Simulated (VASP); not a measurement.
Crystal: RuBrF3.

```xyz
5
Lattice="4.1011 0.0000 0.0000 0.0000 4.1011 0.0000 0.0000 0.0000 4.1011" Properties=species:S:1:pos:R:3 pbc="T T T"
Ru    2.0506    2.0506    2.0506
Br    0.0000    0.0000    0.0000
F     0.0000    2.0506    2.0506
F     2.0506    0.0000    2.0506
F     2.0506    2.0506    0.0000
```

The cell was generated, and may not be a known phase.

```yaml
Program: VASP 6.6.1
Task: relaxation of cell and atoms
Functional: PBE
Potentials_or_basis: VASP PAW PBE potentials, release 64 (Ru_sv, Br, F)
Cutoff: 700 eV
k_mesh: 4 × 4 × 4
Occupations: gaussian, width 0.1 eV
Spin: collinear spin, ferromagnetic start
Starting_moments: "[1.0, 0.0, 0.0, 0.0, 0.0] μB"
```

At the start: pressure 5.6 GPa; volume 13.80 Å³/atom.

Problem. Where does the relaxation end?

Solution. Over 4 steps the energy falls by 5.7 meV/atom and the volume is 14.46 Å³/atom (+4.9 %); space group Pm-3m (No. 221, to 0.1 Å) before and after; moment 2.18 μB per cell.

Step by step:
| step | energy change (eV) | largest force (eV/Å) | pressure (GPa) | volume (Å³) |
| --- | --- | --- | --- | --- |
| 1 | 0.0000 | 0.0000 | 5.57 | 68.98 |
| 2 | -0.0544 | 0.0000 | -1.45 | 73.88 |
| 3 | -0.0281 | 0.0000 | -0.49 | 72.64 |
| 4 | -0.0287 | 0.0000 | -0.09 | 72.32 |

Final structure:
```
CELL_PARAMETERS angstrom
4.16641 0.00000 0.00000
0.00000 4.16641 0.00000
0.00000 0.00000 4.16641
ATOMIC_POSITIONS crystal
Ru 0.50000 0.50000 0.50000
Br 0.00000 0.00000 0.00000
F 0.00000 0.50000 0.50000
F 0.50000 0.00000 0.50000
F 0.50000 0.50000 0.00000
```

Caveat: the k points lie up to 0.38 Å⁻¹ apart in the final cell.
